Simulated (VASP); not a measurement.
Write the native input for VASP 6.6.1 that does the following.

| Property | Result |
| --- | --- |
| Task | single point |
| Functional | PBE |
| Potentials or basis | VASP PAW PBE potentials, release 64 (Sn_d, O) |
| Cutoff | 520 eV |
| k mesh | 6 × 6 × 6 |
| Occupations | gaussian, width 0.1 eV |
| Spin | no spin polarisation |
| Dipole correction | no |
| Further INCAR settings | ALGO = Normal; EDIFF = 1e-06; NBANDS = 42 |

The structure of SnO3 lies in POSCAR:

```
SnO3
1.0
    1.5764759383     -9.2110316066      0.0000000000
    1.5764759383      9.2110316066      0.0000000000
    0.0000000000      0.0000000000      3.1228691917
Sn O
2 6
Direct
    0.1693000000      0.8307000000      0.7500000000
    0.8307000000      0.1693000000      0.2500000000
    0.2955200000      0.7044800000      0.7500000000
    0.7044800000      0.2955200000      0.2500000000
    0.5706100000      0.4293900000      0.7500000000
    0.4293900000      0.5706100000      0.2500000000
    0.0705300000      0.9294700000      0.2500000000
    0.9294700000      0.0705300000      0.7500000000
```

These files were run (other wordings do the same):

INCAR

```
ALGO = Normal ; EDIFF = 1E-6
ENCUT = 520 ; GGA = PE
ISIF = 2 ; ISMEAR = 0
LASPH = T ; LCHARG = F
LREAL = F ; LWAVE = F
NBANDS = 42 ; NELM = 100
PREC = Accurate ; SIGMA = 0.1
```

KPOINTS

```
k-points
0
Gamma
  6 6 6
```

Potentials or basis: VASP PAW PBE potentials, release 64 (Sn_d, O).

Launch:

```console
$ cat potpaw_PBE.64/Sn_d/POTCAR potpaw_PBE.64/O/POTCAR > POTCAR
$ mpirun -np 1 vasp_std > vasp.out
```

It gave:

| Item | Value |
| --- | --- |
| Pressure | -4.7 GPa |
| Largest force | 3.717 eV/Å |
| Band gap on the k mesh | zero (bands 32 and 33 overlap by 1.76 eV) |

Caveat: the cell stands under tension; spin-orbit coupling is left out, which moves the levels of the heavy elements; forces of over 1 eV/Å act on the atoms, so gaps and moduli don't describe the material at rest.

Run time: 5.8 min on 1 thread of Intel(R) Xeon(R) Platinum 8559C (Emerald Rapids), with other jobs on the host, peak memory 0.4 GiB.
